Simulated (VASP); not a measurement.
# Re (Fm-3m) in VASP: notebook

Runs on Re. Level: PBE. Tasks: single point.

Everything below comes from runs of VASP 6.6.1. Logs are shortened: lines on timing, memory, paths and dates and some standing lists are left out, and cuts for length are marked.

### 1 The cell of the first run

The structure is cubic, space group Fm-3m (No. 225). Conventional cell: a = 3.876 Å, b = 3.876 Å, c = 3.876 Å, α = 90.00°, β = 90.00°, γ = 90.00°. Re (site symmetry m-3m) has 12 Re at 2.74 Å within 3.6 Å.

This isn't the form of Re at room conditions, which is hcp.

### 2 Single point, PBE (14.55 Å³/atom)

INCAR reads:

```
PREC = Accurate ; ENCUT = 520
EDIFF = 1E-6 ; ISMEAR = 0
SIGMA = 0.1 ; LREAL = F
LASPH = T ; NELM = 60
ALGO = Fast ; ISIF = 2
LWAVE = F ; LCHARG = F
GGA = PE ; NBANDS = 10
```

KPOINTS reads:

```
Automatic mesh
0
Gamma
  24 24 24
```

POSCAR reads:

```
Re
1.0
    0.0000000000      1.9378540628      1.9378540628
    1.9378540628      0.0000000000      1.9378540628
    1.9378540628      1.9378540628      0.0000000000
Re
1
Direct
    0.5000000000      0.5000000000      0.5000000000
```

Potentials or basis: VASP PAW PBE potentials, release 64 (Re).

Launch:

```bash
cat potpaw_PBE.64/Re/POTCAR > POTCAR
mpirun -np 1 vasp_std > vasp.out
```

OUTCAR:

```text
PREC = Accurate
   ENCUT = 520
   EDIFF = 1E-6
   ISMEAR = 0
   LREAL = F
   LASPH = T
   NELM = 60
   ISIF = 2
   GGA = PE

 ion  position               nearest neighbor table
   1  0.500  0.500  0.500-

  LATTYP: Found a face centered cubic cell.
 ALAT       =     3.8757081256

  Lattice vectors:

 A1 = (   0.0000000000,   1.9378540628,   1.9378540628)
 A2 = (   1.9378540628,   0.0000000000,   1.9378540628)
 A3 = (   1.9378540628,   1.9378540628,   0.0000000000)

Analysis of symmetry for initial positions (statically):
=====================================================================
 Subroutine PRICEL returns:
 Original cell was already a primitive cell.

 Routine SETGRP: Setting up the symmetry group for a
 face centered cubic supercell.

 Subroutine GETGRP returns: Found 48 space group operations
 (whereof 48 operations were pure point group operations)
 out of a pool of 48 trial point group operations.

The static configuration has the point symmetry O_h .

Analysis of symmetry for dynamics (positions and initial velocities):
=====================================================================
 Subroutine PRICEL returns:
 Original cell was already a primitive cell.

 Routine SETGRP: Setting up the symmetry group for a
 face centered cubic supercell.

 Subroutine GETGRP returns: Found 48 space group operations
 (whereof 48 operations were pure point group operations)
 out of a pool of 48 trial point group operations.

The dynamic configuration has the point symmetry O_h .

 Subroutine INISYM returns: Found 48 space group operations
 (whereof 48 operations are pure point group operations),
 and found     1 'primitive' translations

----------------------------------------------------------------------------------------

                                     Primitive cell

  volume of cell :      14.5544

  direct lattice vectors                    reciprocal lattice vectors
     0.000000000  1.937854063  1.937854063    -0.258017365  0.258017365  0.258017365
     1.937854063  0.000000000  1.937854063     0.258017365 -0.258017365  0.258017365
     1.937854063  1.937854063  0.000000000     0.258017365  0.258017365 -0.258017365

  length of vectors
     2.740539498  2.740539498  2.740539498     0.446899186  0.446899186  0.446899186

  position of ions in fractional coordinates (direct lattice)
     0.500000000  0.500000000  0.500000000

  ion indices of the primitive-cell ions
   primitive index   ion index
                 1           1

----------------------------------------------------------------------------------------

 KPOINTS: Automatic mesh

Automatic generation of k-mesh.
 Grid dimensions read from file:
 generate k-points for:   24   24   24

 Generating k-lattice:

  Cartesian coordinates                     Fractional coordinates (reciprocal lattice)
    -0.010750724  0.010750724  0.010750724     0.041666667  0.000000000  0.000000000
     0.010750724 -0.010750724  0.010750724     0.000000000  0.041666667  0.000000000
     0.010750724  0.010750724 -0.010750724     0.000000000  0.000000000  0.041666667

  Length of vectors
     0.018620799  0.018620799  0.018620799

  Shift w.r.t. Gamma in fractional coordinates (k-lattice)
     0.000000000  0.000000000  0.000000000

 Subroutine IBZKPT returns following result:
 ===========================================

 Found    413 irreducible k-points:

 Following reciprocal coordinates:
            Coordinates               Weight
  0.000000  0.000000  0.000000      1.000000
  0.041667  0.000000  0.000000      8.000000
  0.083333  0.000000  0.000000      8.000000
  0.125000  0.000000  0.000000      8.000000
  0.166667  0.000000  0.000000      8.000000
  0.208333  0.000000  0.000000      8.000000
[... 16 lines left out ...]
  0.416667  0.041667  0.000000     24.000000
  0.458333  0.041667  0.000000     24.000000
 [... further k-points ...]
   k-points           NKPTS =    413   k-points in BZ     NKDIM =    413   number of bands    NBANDS=     10
   number of dos      NEDOS =    301   number of ions     NIONS =      1
   total plane-waves  NPLWV =   8000
   dimension x,y,z NGX =    20 NGY =   20 NGZ =   20
   dimension x,y,z NGXF=    40 NGYF=   40 NGZF=   40
   ions per type =               1
   NGX,Y,Z   is equivalent  to a cutoff of  12.13, 12.13, 12.13 a.u.
   NGXF,Y,Z  is equivalent  to a cutoff of  24.26, 24.26, 24.26 a.u.
 SYSTEM =  unknown system
   PREC   = accura    normal or accurate (medium, high low for compatibility)
   ISTART =      0    job   : 0-new  1-cont  2-samecut
   ICHARG =      2    charge: 1-file 2-atom 10-const
   ISPIN  =      1    spin polarized calculation?
   LNONCOLLINEAR =      F non collinear calculations
   LSORBIT =      F    spin-orbit coupling
   LASPH  =      T    aspherical Exc in radial PAW
   ENCUT  =  520.0 eV  38.22 Ry    6.18 a.u.   5.10  5.10  5.10*2*pi/ulx,y,z
   NELM   =     60;   NELMIN=  2; NELMDL= -5     # of ELM steps
   EDIFF  = 0.1E-05   stopping-criterion for ELM
   LREAL  =      F    real-space projection
   EDIFFG = 0.1E-04   stopping-criterion for IOM
   NSW    =      0    number of steps for IOM
   IBRION =     -1    ionic relax: 0-MD 1-quasi-New 2-CG
   NFREE  =      0    steps in history (QN), initial steepest desc. (CG)
   ISIF   =      2    stress and relaxation
   ISYM   =      2    0-nonsym 1-usesym 2-fastsym
   POTIM  = 0.5000    time-step for ionic-motion
   TEBEG  =    0.0;   TEEND  =   0.0 temperature during run
   PSTRESS=    0.0 pullay stress
   NELECT =       7.0000    total number of electrons
   NUPDOWN=      -1.0000    fix difference up-down
   EMIN   =  10.00;   EMAX   =-10.00  energy-range for DOS
   EFERMI =   0.00;   METHOD = LEGACY
   ISMEAR =     0;   SIGMA  =   0.10  broadening in eV -4-tet -1-fermi 0-gaus
   EFERMI_NEDOS =   21; number of points for ismear=-14 and -15
   IALGO  =     68    algorithm
   IMIX   =      4    mixing-type and parameters
     AMIX     =   0.40;   BMIX     =  1.00
     AMIX_MAG =   1.60;   BMIX_MAG =  1.00
  volume/ion in A,a.u.               =      14.55        98.22
  Fermi-wavevector in a.u.,A,eV,Ry     =   1.282655  2.423866 22.384349  1.645203
  Thomas-Fermi vector in A             =   2.414954
   LORBIT       =      0    0 simple, 1 ext, 2 COOP (PROOUT), +10 PAW based schemes
   GGA     = PE    functional components
   LHFCALC =     F    Hartree Fock is set to
   AEXX    =    0.0000 exact exchange contribution
   IVDW    =     0    specifies the selected vdW correction
   LEPSILON=     F    determine dielectric tensor
   LRPA    =     F    only Hartree local field effects (RPA)
 non-spin polarized calculation
 RMM-DIIS sequential band-by-band and
 Gauss-broadening in eV      SIGMA  =   0.10
  energy-cutoff  :      520.00
  volume of cell :       14.55
 maximum number of plane-waves:       403
   NGX = 11   NGY = 11   NGZ = 11

 number of electron       7.0000001 magnetization

 Free energy of the ion-electron system (eV)
  ---------------------------------------------------
  ext. energy  EPLUGINS =         0.00000000
  ---------------------------------------------------
  free energy    TOTEN  =       -12.34977424 eV

  energy without entropy =      -12.34481123  energy(sigma->0) =      -12.34729273

 E-fermi :   8.2968     XC(G=0): -13.7918

 val. band max:        8.2963422344   @ k =   0.4583   0.0000   0.0000
 cond. band min:       8.3037347016   @ k =   0.3750   0.2083   0.0000
 fundamental gap:      0.0073924671
 Fermi energy:         8.2968321995

 k-point     1 :       0.0000    0.0000    0.0000
  band No.  band energies     occupation
      1      -1.9182      2.00000
      2       6.3458      2.00000
      3       6.3458      2.00000
      4       6.3458      2.00000
      5       9.5878      0.00000
      6       9.5878      0.00000
      7      22.2141      0.00000
      8      27.9358      0.00000
      9      27.9358      0.00000
     10      27.9358      0.00000

 k-point     2 :       0.0417    0.0000    0.0000
  band No.  band energies     occupation
      1      -1.8358      2.00000
      2       6.2879      2.00000
      3       6.3852      2.00000
      4       6.3852      2.00000
      5       9.5547      0.00000
      6       9.5547      0.00000
      7      22.3767      0.00000
      8      27.4702      0.00000
      9      28.0870      0.00000
     10      28.0872      0.00000

 k-point     3 :       0.0833    0.0000    0.0000
  band No.  band energies     occupation
      1      -1.5935      2.00000
      2       6.1287      2.00000
      3       6.4953      2.00000
      4       6.4953      2.00000
      5       9.4694      0.00000
      6       9.4694      0.00000
      7      22.8406      0.00000
      8      26.4961      0.00000
      9      28.5322      0.00000
     10      28.5322      0.00000

 k-point     4 :       0.1250    0.0000    0.0000
  band No.  band energies     occupation
      1      -1.2074      2.00000
      2       5.9073      2.00000
      3       6.6487      2.00000
      4       6.6487      2.00000
      5       9.3736      0.00000
      6       9.3736      0.00000
      7      23.5085      0.00000
      8      25.4757      0.00000
      9      29.2486      0.00000
     10      29.2486      0.00000

 k-point     5 :       0.1667    0.0000    0.0000
  band No.  band energies     occupation
      1      -0.7076      2.00000
      2       5.6811      2.00000
      3       6.7938      2.00000
      4       6.7938      2.00000
      5       9.3373      0.00000
      6       9.3373      0.00000
      7      23.8264      0.00000
      8      25.0093      0.00000
      9      30.2023      0.00000
     10      30.2023      0.00000

 k-point     6 :       0.2083    0.0000    0.0000
  band No.  band energies     occupation
      1      -0.1441      2.00000
      2       5.5210      2.00000
      3       6.8639      2.00000
      4       6.8639      2.00000
      5       9.4424      0.00000
      6       9.4424      0.00000
      7      23.1046      0.00000
      8      25.6484      0.00000
      9      31.3504      0.00000
     10      31.3532      0.00000
[... 183 lines left out ...]
 k-point    21 :       0.3333    0.0417    0.0000
  band No.  band energies     occupation
      1       1.1414      2.00000
      2       5.9318      2.00000
      3       6.5045      2.00000
      4       6.6725      2.00000
      5      10.3035      0.00000
      6      10.8719      0.00000
      7      21.0546      0.00000
      8      25.0655      0.00000
      9      31.4668      0.00000
     10      32.3252      0.00000

 k-point    22 :       0.3750    0.0417    0.0000
  band No.  band energies     occupation
      1       1.3236      2.00000
      2       6.3163      2.00000
      3       6.5097      2.00000
      4       6.5710      2.00000
      5      10.9259      0.00000
      6      11.3802      0.00000
      7      20.2883      0.00000
      8      23.8597      0.00000
      9      30.3007      0.00000
     10      31.3153      0.00000

 k-point    23 :       0.4167    0.0417    0.0000
  band No.  band energies     occupation
      1       1.3911      2.00000
      2       6.1738      2.00000
      3       6.3652      2.00000
      4       7.3076      2.00000
      5      11.5299      0.00000
      6      11.8207      0.00000
      7      19.5122      0.00000
      8      22.8381      0.00000
      9      29.3204      0.00000
     10      30.0993      0.00000

 k-point    24 :       0.4583    0.0417    0.0000
  band No.  band energies     occupation
      1       1.4040      2.00000
      2       6.0775      2.00000
      3       6.2586      2.00000
      4       7.9679      2.00000
      5      12.0360      0.00000
      6      12.1123      0.00000
      7      18.8079      0.00000
      8      22.1837      0.00000
      9      28.6942      0.00000
     10      29.1406      0.00000

 [... further k-points ...]

------------------------ aborting loop because EDIFF is reached ----------------------------------------

  FORCE on cell =-STRESS in cart. coord.  units (eV):
  Direction    XX          YY          ZZ          XY          YZ          ZX
  --------------------------------------------------------------------------------------
  -------------------------------------------------------------------------------------
  Total        1.0348438      1.0348438      1.0348438     -0.0000000      0.0000000      0.0000000
  in kB      113.9179556    113.9179556    113.9179556     -0.0000000      0.0000000      0.0000000
  external PRESSURE =     113.9179556 kB  Pullay stress =       0.0000000 kB

 VOLUME and BASIS-vectors are now :
 -----------------------------------------------------------------------------
  energy-cutoff  :      520.00
  volume of cell :       14.55
      direct lattice vectors                 reciprocal lattice vectors
     0.000000000  1.937854063  1.937854063    -0.258017365  0.258017365  0.258017365
     1.937854063  0.000000000  1.937854063     0.258017365 -0.258017365  0.258017365
     1.937854063  1.937854063  0.000000000     0.258017365  0.258017365 -0.258017365

 POSITION                                       TOTAL-FORCE (eV/Angst)
 -----------------------------------------------------------------------------------
      1.93785      1.93785      1.93785         0.000000      0.000000      0.000000
 -----------------------------------------------------------------------------------
    total drift:                                0.000000      0.000000      0.000000

  FREE ENERGIE OF THE ION-ELECTRON SYSTEM (eV)
  ---------------------------------------------------
  free  energy   TOTEN  =       -12.3497742409 eV

  energy  without entropy=      -12.3448112262  energy(sigma->0) =      -12.34729273
```

Wall time 48 s (1 thread of Intel Xeon Platinum 8259CL at 2.50GHz (Skylake/Cascade Lake), shared host); peak memory 0.18 GiB.

Results:

- Free energy: -12.3498 eV
- Pressure: 11.4 GPa
- Band gap on the k mesh: zero (an odd number of electrons rules out a gap without spin polarisation)

Caveat: the cell stands under pressure; spin-orbit coupling is left out, which moves the levels of the heavy elements.

(Continued in part 2 of 2.)
